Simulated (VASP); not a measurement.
A run of VASP 6.6.1:

Contents of INCAR:

```
SYSTEM = BiTe
  PREC = Accurate
  ENCUT = 600
  EDIFF = 1E-7
  ISMEAR = -1
  SIGMA = 0.05
  LREAL = .FALSE.
  LASPH = .TRUE.
  NELM = 100
  ALGO = Normal
  ISIF = 3
  LWAVE = .FALSE.
  LCHARG = .FALSE.
  GGA = CA
  IBRION = 2
  NSW = 100
  EDIFFG = -0.005
```

The input KPOINTS:

```
regular mesh
0
G
  9 9 9
  0 0 0
```

POSCAR

```
BiTe
1.0
    0.0000000000      3.1869031609      3.1869031609
    3.1869031609      0.0000000000      3.1869031609
    3.1869031609      3.1869031609      0.0000000000
Bi Te
1 1
Direct
    0.0000000000      0.0000000000      0.0000000000
    0.5000000000      0.5000000000      0.5000000000
```

Potentials or basis: VASP PAW LDA potentials, release 64 (Bi_d, Te).

Launch:

```bash
$ cat potpaw_LDA.64/Bi_d/POTCAR potpaw_LDA.64/Te/POTCAR > POTCAR
$ mpirun -np 1 vasp_std > vasp.out
```

Hardware: 1 thread of Intel Xeon 6975P-C, with other jobs on the host.

Task: How long does it take, and how much memory?

Result: Wall time 61 s on 1 thread of Intel Xeon 6975P-C (shared host), peak memory 0.2 GiB. Counts: scf iterations 28, k points 35, ion steps 3.
